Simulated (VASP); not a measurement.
Write the native input for VASP 6.6.1 that does the following.

* Task: single point
* Functional: PBEsol
* Potentials or basis: VASP PAW PBE potentials, release 64 (C)
* Cutoff: 520 eV
* k mesh: 24 × 24 × 8
* Occupations: gaussian, width 0.1 eV
* Spin: no spin polarisation
* Dipole correction: no
* Further INCAR settings: ALGO = Normal; EDIFF = 1e-07; NBANDS = 16

The structure of C lies in POSCAR:

```
C
1.0
    2.5326660836      0.0000000000      0.0000000000
   -1.2663330418      2.1933531677      0.0000000000
    0.0000000000      0.0000000000      7.3150866964
C
4
Direct
    0.0000000000      0.0000000000      0.2500000000
    0.0000000000      0.0000000000      0.7500000000
    0.3333333333      0.6666666667      0.2500000000
    0.6666666667      0.3333333333      0.7500000000
```

This cell differs from its parent crystal: biaxial strain in the a-b plane: +3.0 %, then relaxed in part.

These files were run (other wordings do the same):

INCAR

```
  ALGO = Normal
  EDIFF = 1E-7
  ENCUT = 520
  GGA = PS
  ISIF = 2
  ISMEAR = 0
  LASPH = True
  LCHARG = True
  LELF = True
  LREAL = False
  LVHAR = True
  LWAVE = False
  NBANDS = 16
  NELM = 80
  PREC = Accurate
  SIGMA = 0.1
```

KPOINTS

```
k-points
0
Gamma
  24 24 8
```

Potentials or basis: VASP PAW PBE potentials, release 64 (C).

Launch:

```bash
$ cat potpaw_PBE.64/C/POTCAR > POTCAR
$ mpirun -np 1 vasp_std > vasp.out
```

It gave:

- Pressure: -19.5 GPa
- Band gap on the k mesh: zero (band 8 reaches 3.43 eV, above the bottom of band 9 at 3.41 eV)

Caveat: the cell differs from its parent crystal (biaxial strain in the a-b plane: +3.0 %, then relaxed in part); the PAW data sets were made with another functional, which shifts forces and pressure a little; this functional lacks dispersion, which binds the layers, so the pressure and a relaxed spacing across them are unreliable.

Run time: 2.4 min on 1 thread of Intel(R) Xeon(R) Platinum 8259CL CPU @ 2.50GHz (Skylake/Cascade Lake), on a shared host, peak memory 0.26 GiB.
